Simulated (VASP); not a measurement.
# Si4Ge3 (R-3) in VASP: further runs

Runs on Si4Ge3. Level: PBE. Tasks: single point.

All numbers are computed with VASP 6.6.1; they aren't measurements. Logs are shortened: lines on timing, memory, paths and dates and some standing lists are left out, and cuts for length are marked.

## 1. The cell of the first run

The structure is trigonal, space group R-3 (No. 148). Conventional cell: a = 10.431 Å, b = 10.431 Å, c = 9.682 Å, α = 90.00°, β = 90.00°, γ = 120.00°. Within 3.1 Å of Si (site symmetry 1) lie 2 Si at 2.36 to 2.38 Å and 2 Ge at 2.42 Å. Within 3.1 Å of Si (site symmetry 3) lie 4 Si at 2.38 to 2.39 Å. Within 3.2 Å of Ge (site symmetry 1) lie 2 Si at 2.42 Å and 2 Ge at 2.48 Å.

## 2. Single point, PBE

Input file INCAR:

```
SYSTEM = Si4Ge3
  ALGO = Normal
  EDIFF = 1E-6
  ENCUT = 520
  GGA = PE
  ISIF = 2
  ISMEAR = 0
  LASPH = .True.
  LCHARG = .True.
  LELF = .True.
  LREAL = .False.
  LVHAR = .True.
  LWAVE = .False.
  NBANDS = 71
  NELM = 60
  PREC = Accurate
  SIGMA = 0.2
```

Input file KPOINTS:

```
k-points
0
Gamma
  3 3 3
  0 0 0
```

Input file POSCAR:

```
Si4Ge3
1.0
    5.2154524345      3.0111428670      3.2272009760
   -5.2154524345      3.0111428670      3.2272009760
    0.0000000000     -6.0222857340      3.2272009760
Si Ge
8 6
Direct
    0.1536713290      0.0186744546      0.4405907891
    0.8463286710      0.9813255454      0.5594092109
    0.4405907891      0.1536713290      0.0186744546
    0.5594092109      0.8463286710      0.9813255454
    0.0186744546      0.4405907891      0.1536713290
    0.9813255454      0.5594092109      0.8463286710
    0.8767781370      0.8767781370      0.8767781370
    0.1232218630      0.1232218630      0.1232218630
    0.7381827772      0.3030306012      0.5953583477
    0.2618172228      0.6969693988      0.4046416523
    0.4046416523      0.2618172228      0.6969693988
    0.5953583477      0.7381827772      0.3030306012
    0.6969693988      0.4046416523      0.2618172228
    0.3030306012      0.5953583477      0.7381827772
```

Potentials or basis: VASP PAW PBE potentials, release 64 (Si, Ge_d).

Run with:

```bash
> cat potpaw_PBE.64/Si/POTCAR potpaw_PBE.64/Ge_d/POTCAR > POTCAR
> mpirun -np 1 vasp_std > vasp.out
```

OUTCAR:

```text
SYSTEM = Si4Ge3
   EDIFF = 1E-6
   ENCUT = 520
   GGA = PE
   ISIF = 2
   ISMEAR = 0
   LASPH = .True.
   LREAL = .False.
   NELM = 60
   PREC = Accurate

 ion  position               nearest neighbor table
   1  0.154  0.019  0.441-   2 2.36   8 2.38  10 2.42  11 2.42
   2  0.846  0.981  0.559-   1 2.36   7 2.38   9 2.42  12 2.42
   3  0.441  0.154  0.019-   4 2.36   8 2.38  11 2.42  13 2.42
   4  0.559  0.846  0.981-   3 2.36   7 2.38  12 2.42  14 2.42
   5  0.019  0.441  0.154-   6 2.36   8 2.38  13 2.42  10 2.42
   6  0.981  0.559  0.846-   5 2.36   7 2.38  14 2.42   9 2.42
   7  0.877  0.877  0.877-   2 2.38   4 2.38   6 2.38   8 2.39
   8  0.123  0.123  0.123-   1 2.38   3 2.38   5 2.38   7 2.39
   9  0.738  0.303  0.595-   2 2.42   6 2.42  13 2.48  11 2.48
  10  0.262  0.697  0.405-   1 2.42   5 2.42  14 2.48  12 2.48
  11  0.405  0.262  0.697-   3 2.42   1 2.42   9 2.48  14 2.48
  12  0.595  0.738  0.303-   4 2.42   2 2.42  10 2.48  13 2.48
  13  0.697  0.405  0.262-   5 2.42   3 2.42   9 2.48  12 2.48
  14  0.303  0.595  0.738-   6 2.42   4 2.42  10 2.48  11 2.48

  LATTYP: Found a trigonal (rhomboedric) cell.
 ALAT       =     6.8324777059
 COS(alpha) =    -0.1653530764

  Lattice vectors:

 A1 = (   5.2154524345,   3.0111428670,   3.2272009760)
 A2 = (  -5.2154524345,   3.0111428670,   3.2272009760)
 A3 = (   0.0000000000,  -6.0222857340,   3.2272009760)

Analysis of symmetry for initial positions (statically):
=====================================================================
 Subroutine PRICEL returns:
 Original cell was already a primitive cell.

 Routine SETGRP: Setting up the symmetry group for a
 trigonal (rhombohedral) supercell.

 Subroutine GETGRP returns: Found  6 space group operations
 (whereof  6 operations were pure point group operations)
 out of a pool of 12 trial point group operations.

The static configuration has the point symmetry S_6 .

Analysis of symmetry for dynamics (positions and initial velocities):
=====================================================================
 Subroutine PRICEL returns:
 Original cell was already a primitive cell.

 Routine SETGRP: Setting up the symmetry group for a
 trigonal (rhombohedral) supercell.

 Subroutine GETGRP returns: Found  6 space group operations
 (whereof  6 operations were pure point group operations)
 out of a pool of 12 trial point group operations.

The dynamic configuration has the point symmetry S_6 .

 Subroutine INISYM returns: Found  6 space group operations
 (whereof  6 operations are pure point group operations),
 and found     1 'primitive' translations

----------------------------------------------------------------------------------------

                                     Primitive cell

  volume of cell :     304.0889

  direct lattice vectors                    reciprocal lattice vectors
     5.215452435  3.011142867  3.227200976     0.095868960  0.055349970  0.103288681
    -5.215452435  3.011142867  3.227200976    -0.095868960  0.055349970  0.103288681
     0.000000000 -6.022285734  3.227200976     0.000000000 -0.110699940  0.103288681

  length of vectors
     6.832477706  6.832477706  6.832477706     0.151403528  0.151403528  0.151403528

  position of ions in fractional coordinates (direct lattice)
     0.153671329  0.018674455  0.440590789
     0.846328671  0.981325545  0.559409211
     0.440590789  0.153671329  0.018674455
     0.559409211  0.846328671  0.981325545
     0.018674455  0.440590789  0.153671329
     0.981325545  0.559409211  0.846328671
     0.876778137  0.876778137  0.876778137
     0.123221863  0.123221863  0.123221863
     0.738182777  0.303030601  0.595358348
     0.261817223  0.696969399  0.404641652
     0.404641652  0.261817223  0.696969399
     0.595358348  0.738182777  0.303030601
     0.696969399  0.404641652  0.261817223
     0.303030601  0.595358348  0.738182777

  ion indices of the primitive-cell ions
   primitive index   ion index
                 1           1
                 2           2
                 3           3
                 4           4
                 5           5
                 6           6
                 7           7
                 8           8
                 9           9
                10          10
                11          11
                12          12
                13          13
                14          14

----------------------------------------------------------------------------------------

 KPOINTS: k-points

Automatic generation of k-mesh.
 Grid dimensions read from file:
 generate k-points for:    3    3    3

 Generating k-lattice:

  Cartesian coordinates                     Fractional coordinates (reciprocal lattice)
     0.031956320  0.018449990  0.034429560     0.333333333  0.000000000  0.000000000
    -0.031956320  0.018449990  0.034429560     0.000000000  0.333333333  0.000000000
     0.000000000 -0.036899980  0.034429560     0.000000000  0.000000000  0.333333333

  Length of vectors
     0.050467843  0.050467843  0.050467843

  Shift w.r.t. Gamma in fractional coordinates (k-lattice)
     0.000000000  0.000000000  0.000000000

 Subroutine IBZKPT returns following result:
 ===========================================

 Found      6 irreducible k-points:

 Following reciprocal coordinates:
            Coordinates               Weight
  0.000000  0.000000  0.000000      1.000000
  0.333333 -0.000000 -0.000000      6.000000
  0.333333  0.333333 -0.000000      6.000000
 -0.333333  0.333333  0.000000      6.000000
  0.333333  0.333333  0.333333      2.000000
 -0.333333  0.333333  0.333333      6.000000
   k-points           NKPTS =      6   k-points in BZ     NKDIM =      6   number of bands    NBANDS=     71
   number of dos      NEDOS =    301   number of ions     NIONS =     14
   total plane-waves  NPLWV = 157464
   dimension x,y,z NGX =    54 NGY =   54 NGZ =   54
   dimension x,y,z NGXF=   108 NGYF=  108 NGZF=  108
   ions per type =               8   6
   NGX,Y,Z   is equivalent  to a cutoff of  13.14, 13.14, 13.14 a.u.
   NGXF,Y,Z  is equivalent  to a cutoff of  26.28, 26.28, 26.28 a.u.
 SYSTEM =  Si4Ge3
   PREC   = accura    normal or accurate (medium, high low for compatibility)
   ISTART =      0    job   : 0-new  1-cont  2-samecut
   ICHARG =      2    charge: 1-file 2-atom 10-const
   ISPIN  =      1    spin polarized calculation?
   LNONCOLLINEAR =      F non collinear calculations
   LSORBIT =      F    spin-orbit coupling
   LASPH  =      T    aspherical Exc in radial PAW
   ENCUT  =  520.0 eV  38.22 Ry    6.18 a.u.  12.70 12.70 12.70*2*pi/ulx,y,z
   NELM   =     60;   NELMIN=  2; NELMDL= -5     # of ELM steps
   EDIFF  = 0.1E-05   stopping-criterion for ELM
   LREAL  =      F    real-space projection
   EDIFFG = 0.1E-04   stopping-criterion for IOM
   NSW    =      0    number of steps for IOM
   IBRION =     -1    ionic relax: 0-MD 1-quasi-New 2-CG
   NFREE  =      0    steps in history (QN), initial steepest desc. (CG)
   ISIF   =      2    stress and relaxation
   ISYM   =      2    0-nonsym 1-usesym 2-fastsym
   POTIM  = 0.5000    time-step for ionic-motion
   TEBEG  =    0.0;   TEEND  =   0.0 temperature during run
   PSTRESS=    0.0 pullay stress
   NELECT =     116.0000    total number of electrons
   NUPDOWN=      -1.0000    fix difference up-down
   EMIN   =  10.00;   EMAX   =-10.00  energy-range for DOS
   EFERMI =   0.00;   METHOD = LEGACY
   ISMEAR =     0;   SIGMA  =   0.20  broadening in eV -4-tet -1-fermi 0-gaus
   EFERMI_NEDOS =   21; number of points for ismear=-14 and -15
   IALGO  =     38    algorithm
   IMIX   =      4    mixing-type and parameters
     AMIX     =   0.40;   BMIX     =  1.00
     AMIX_MAG =   1.60;   BMIX_MAG =  1.00
  volume/ion in A,a.u.               =      21.72       146.58
  Fermi-wavevector in a.u.,A,eV,Ry     =   1.187300  2.243672 19.179892  1.409682
  Thomas-Fermi vector in A             =   2.323455
   LORBIT       =      0    0 simple, 1 ext, 2 COOP (PROOUT), +10 PAW based schemes
   GGA     = PE    functional components
   LHFCALC =     F    Hartree Fock is set to
   AEXX    =    0.0000 exact exchange contribution
   IVDW    =     0    specifies the selected vdW correction
   LEPSILON=     F    determine dielectric tensor
   LRPA    =     F    only Hartree local field effects (RPA)
 non-spin polarized calculation
 Gauss-broadening in eV      SIGMA  =   0.20
  energy-cutoff  :      520.00
  volume of cell :      304.09
 maximum number of plane-waves:      8233
 NGX is ok and might be reduce to    54
   NGX = 25   NGY = 25   NGZ = 25

 number of electron     115.9999988 magnetization

 Free energy of the ion-electron system (eV)
  ---------------------------------------------------
  ext. energy  EPLUGINS =         0.00000000
  ---------------------------------------------------
  free energy    TOTEN  =       -70.26870455 eV

  energy without entropy =      -70.26734697  energy(sigma->0) =      -70.26802576

 E-fermi :   5.5044     XC(G=0):  -9.5358

 val. band max:        5.1609377496   @ k =   0.0000   0.0000   0.0000
 cond. band min:       5.8824915872   @ k =  -0.3333   0.3333   0.3333
 fundamental gap:      0.7215538375
 Fermi energy:         5.5043712861

 k-point     1 :       0.0000    0.0000    0.0000
  band No.  band energies     occupation
      1     -19.3232      2.00000
      2     -19.2968      2.00000
      3     -19.2968      2.00000
      4     -19.2662      2.00000
      5     -19.2662      2.00000
      6     -19.2613      2.00000
[... 62 lines left out ...]
     69       8.5489      0.00000
     70       8.5538      0.00000

 k-point     2 :       0.3333   -0.0000   -0.0000
  band No.  band energies     occupation
      1     -19.3232      2.00000
      2     -19.2969      2.00000
      3     -19.2960      2.00000
      4     -19.2673      2.00000
      5     -19.2663      2.00000
      6     -19.2612      2.00000
[... 62 lines left out ...]
     69       8.6793      0.00000
     70       8.8988      0.00000

 k-point     3 :       0.3333    0.3333   -0.0000
  band No.  band energies     occupation
      1     -19.3232      2.00000
      2     -19.2965      2.00000
      3     -19.2956      2.00000
      4     -19.2678      2.00000
      5     -19.2669      2.00000
      6     -19.2610      2.00000
[... 62 lines left out ...]
     69       8.7154      0.00000
     70       8.7780      0.00000

 k-point     4 :      -0.3333    0.3333    0.0000
  band No.  band energies     occupation
      1     -19.3232      2.00000
      2     -19.2965      2.00000
      3     -19.2956      2.00000
      4     -19.2679      2.00000
      5     -19.2669      2.00000
      6     -19.2610      2.00000
[... 62 lines left out ...]
     69       8.5616      0.00000
     70       8.8577      0.00000

 k-point     5 :       0.3333    0.3333    0.3333
  band No.  band energies     occupation
      1     -19.3231      2.00000
      2     -19.2957      2.00000
      3     -19.2957      2.00000
      4     -19.2680      2.00000
      5     -19.2680      2.00000
      6     -19.2609      2.00000
[... 62 lines left out ...]
     69       8.6717      0.00000
     70       8.6773      0.00000

 k-point     6 :      -0.3333    0.3333    0.3333
  band No.  band energies     occupation
      1     -19.3231      2.00000
      2     -19.2957      2.00000
      3     -19.2956      2.00000
      4     -19.2680      2.00000
      5     -19.2680      2.00000
      6     -19.2609      2.00000
[... 62 lines left out ...]
     69       8.5108      0.00000
     70       8.6229      0.00000
 [bands above 70 left out]

------------------------ aborting loop because EDIFF is reached ----------------------------------------

  FORCE on cell =-STRESS in cart. coord.  units (eV):
  Direction    XX          YY          ZZ          XY          YZ          ZX
  --------------------------------------------------------------------------------------
  -------------------------------------------------------------------------------------
  Total        0.0153805      0.0153805     -0.3818577      0.0000001      0.0000000      0.0000000
  in kB        0.0810363      0.0810363     -2.0119238      0.0000007      0.0000000      0.0000000
  external PRESSURE =      -0.6166170 kB  Pullay stress =       0.0000000 kB

 VOLUME and BASIS-vectors are now :
 -----------------------------------------------------------------------------
  energy-cutoff  :      520.00
  volume of cell :      304.09
      direct lattice vectors                 reciprocal lattice vectors
     5.215452435  3.011142867  3.227200976     0.095868960  0.055349970  0.103288681
    -5.215452435  3.011142867  3.227200976    -0.095868960  0.055349970  0.103288681
     0.000000000 -6.022285734  3.227200976     0.000000000 -0.110699940  0.103288681

 POSITION                                       TOTAL-FORCE (eV/Angst)
 -----------------------------------------------------------------------------------
      0.70407     -2.13441      1.97807        -0.001457     -0.000820     -0.014876
     -0.70407      2.13441      7.70353         0.001457      0.000820      0.014876
      1.49641      1.67695      1.97807         0.001439     -0.000852     -0.014876
     -1.49641     -1.67695      7.70353        -0.001439      0.000852      0.014876
     -2.20048      0.45746      1.97807         0.000018      0.001672     -0.014876
      2.20048     -0.45746      7.70353        -0.000018     -0.001672      0.014876
      0.00000      0.00000      8.48862        -0.000000      0.000000     -0.009796
      0.00000      0.00000      1.19299        -0.000000      0.000000      0.009796
      2.26952     -0.45018      5.28155         0.014462     -0.000464     -0.017862
     -2.26952      0.45018      4.40006        -0.014462      0.000464      0.017862
      0.74489     -2.19055      4.40006         0.006829     -0.012756      0.017862
     -0.74489      2.19055      5.28155        -0.006829      0.012756     -0.017862
      1.52462      1.74037      4.40006         0.007633      0.012292      0.017862
     -1.52462     -1.74037      5.28155        -0.007633     -0.012292     -0.017862
 -----------------------------------------------------------------------------------
    total drift:                                0.000000     -0.000000      0.000000

  FREE ENERGIE OF THE ION-ELECTRON SYSTEM (eV)
  ---------------------------------------------------
  free  energy   TOTEN  =       -70.2687045508 eV

  energy  without entropy=      -70.2673469678  energy(sigma->0) =      -70.26802576
```

It took 100 s on 1 thread of Intel Xeon 6975P-C (Granite Rapids), shared host; peak memory 0.41 GiB.

What came out:

```
Free energy            : -70.2687 eV
Pressure               : -0.1 GPa
Largest force          : 0.023 eV/Å
Band gap on the k mesh : 0.72 eV, indirect (least direct gap 1.54 eV)
```

Forces in eV/Å, atoms in the order of the input:
```
Si  -0.001 -0.001 -0.015
Si   0.001  0.001  0.015
Si   0.001 -0.001 -0.015
Si  -0.001  0.001  0.015
Si   0.000  0.002 -0.015
Si   0.000 -0.002  0.015
Si   0.000  0.000 -0.010
Si   0.000  0.000  0.010
Ge   0.014  0.000 -0.018
Ge  -0.014  0.000  0.018
Ge   0.007 -0.013  0.018
Ge  -0.007  0.013 -0.018
Ge   0.008  0.012  0.018
Ge  -0.008 -0.012 -0.018
```

## 3. Single point, PBE

Input file INCAR:

```
SYSTEM = Si4Ge3
  PREC = Accurate
  ENCUT = 520
  EDIFF = 1E-6
  ISMEAR = 0
  SIGMA = 0.1
  LREAL = .False.
  LASPH = .True.
  NELM = 60
  ALGO = Normal
  ISIF = 2
  LWAVE = .False.
  LCHARG = .False.
  GGA = PE
  NBANDS = 71
```

Input file KPOINTS:

```
Automatic mesh
0
Gamma
  3 3 3
  0 0 0
```

Input file POSCAR:

```
Si4Ge3
1.0
    5.2202411356      3.0139076249      3.2244905830
   -5.2202411356      3.0139076249      3.2244905830
    0.0000000000     -6.0278152498      3.2244905830
Si Ge
8 6
Direct
    0.1535798768      0.0188124132      0.4406245929
    0.8464201232      0.9811875868      0.5593754071
    0.4406245929      0.1535798768      0.0188124132
    0.5593754071      0.8464201232      0.9811875868
    0.0188124132      0.4406245929      0.1535798768
    0.9811875868      0.5593754071      0.8464201232
    0.8767267958      0.8767267958      0.8767267958
    0.1232732042      0.1232732042      0.1232732042
    0.7381326429      0.3027056020      0.5950661665
    0.2618673571      0.6972943980      0.4049338335
    0.4049338335      0.2618673571      0.6972943980
    0.5950661665      0.7381326429      0.3027056020
    0.6972943980      0.4049338335      0.2618673571
    0.3027056020      0.5950661665      0.7381326429
```

Potentials or basis: VASP PAW PBE potentials, release 64 (Si, Ge_d).

Run with:

```bash
> cat potpaw_PBE.64/Si/POTCAR potpaw_PBE.64/Ge_d/POTCAR > POTCAR
> mpirun -np 1 vasp_std > vasp.out
```

It took 90 s on 1 thread of Intel Xeon 6975P-C (Granite Rapids), shared host; peak memory 0.41 GiB.

It converged, with:

```yaml
Free_energy: -70.2689 eV
Pressure: -0.1 GPa
Largest_force: 0.016 eV/Å
Band_gap_on_the_k_mesh: 0.71 eV, indirect (least direct gap 1.54 eV)
```

Forces in eV/Å, atoms in the order of the input:
```
Si   0.005  0.001 -0.012
Si  -0.005 -0.001  0.012
Si  -0.003  0.003 -0.012
Si   0.003 -0.003  0.012
Si  -0.001 -0.004 -0.012
Si   0.001  0.004  0.012
Si   0.000  0.000 -0.016
Si   0.000  0.000  0.016
Ge   0.008 -0.003 -0.009
Ge  -0.008  0.003  0.009
Ge   0.002 -0.008  0.009
Ge  -0.002  0.008 -0.009
Ge   0.006  0.006  0.009
Ge  -0.006 -0.006 -0.009
```

Levels at points of the mesh, in eV from the valence-band top:
| k point | band 56 | band 57 | band 58 | band 59 | band 60 | band 61 |
| --- | --- | --- | --- | --- | --- | --- |
| (0.00, 0.00, 0.00) | -0.02 | -0.02 | 0.00 | 1.55 | 2.43 | 2.43 |
